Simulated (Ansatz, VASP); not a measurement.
# One calculation of SrTiO3, two programs

```xyz
10
Lattice="-2.7441 2.7441 3.9042 2.7441 -2.7441 3.9042 2.7441 2.7441 -3.9042" Properties=species:S:1:pos:R:3 pbc="T T T"
Sr    0.0000    2.7441    1.9521
Sr    2.7441    0.0000    1.9521
Ti    0.0000    0.0000    0.0000
Ti    0.0000    0.0000    3.9042
O     0.0000    0.0000    1.9521
O     0.0000    0.0000    5.8563
O     1.2364    3.9805    0.0000
O     1.5077    1.2364    0.0000
O     1.5077   -1.2364    3.9042
O     1.2364    1.5077    3.9042
```

Alike in both runs: functional PBEsol; k mesh 8 × 8 × 8; occupations gaussian, width 0.02 eV; no spin polarisation.

Ansatz relaxed the structure, and its values are those at the end. VASP's run is a single point on that final structure, the one shown.

|  | VASP | Ansatz |
| --- | --- | --- |
| version | VASP 6.6.1 | Ansatz 0.2.0 |
| potentials or method | VASP PAW PBE potentials, release 64 (Sr_sv, Ti_sv, O), cutoff 600 eV | scalar-relativistic, plane waves, PAW |
| valence electrons in the cell | 80 | 80 |

```csv
,VASP,Ansatz,Ansatz less VASP
gap on the k mesh at the Fermi level (eV),1.94,1.97,+0.034
least direct gap on the mesh (eV),1.95,1.98,+0.034
pressure (GPa),0.5,0.0,-0.48
```

VASP's potentials were made for PBE, not for PBEsol, and Ansatz warns of the same on its side.
